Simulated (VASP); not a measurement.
**Li: single point with PBE+D3(BJ)**

Li:

```
Li
1.0
    -1.61040    1.61040    1.61040
     1.61040   -1.61040    1.61040
     1.61040    1.61040   -1.61040
Li
1
Direct
  0.00000 0.00000 0.00000
```

This cell differs from its parent crystal: volume scaled by 0.91.

- Program: VASP 6.6.1
- Task: single point
- Functional: PBE
- Dispersion: D3(BJ)
- Potentials or basis: VASP PAW PBE potentials, release 64 (Li_sv)
- Cutoff: 520 eV
- k mesh: 18 × 18 × 18
- Occupations: gaussian, width 0.1 eV
- Spin: no spin polarisation
- Dipole correction: no
- Further INCAR settings: ALGO = Normal; EDIFF = 1e-06; NBANDS = 8

```json
{
 "Dispersion energy per atom": "-0.205 eV"
}
```

Levels at points of the mesh, in eV from the Fermi level:
| k point | band 1 | band 2 | band 3 | band 4 | band 5 | band 6 |
| --- | --- | --- | --- | --- | --- | --- |
| (0.00, 0.00, 0.00) | -46.23 | -3.81 | 16.76 | 16.76 | 16.76 | 21.95 |
| (0.50, 0.00, 0.00) | -46.18 | 0.19 | 3.95 | 11.84 | 13.47 | 15.38 |
| (0.50, 0.50, 0.50) | -46.16 | 6.25 | 6.25 | 6.25 | 8.68 | 8.68 |

Wall time 8.8 s on 1 thread of Intel(R) Xeon(R) Platinum 8559C (Emerald Rapids) (shared host), peak memory 0.15 GiB.
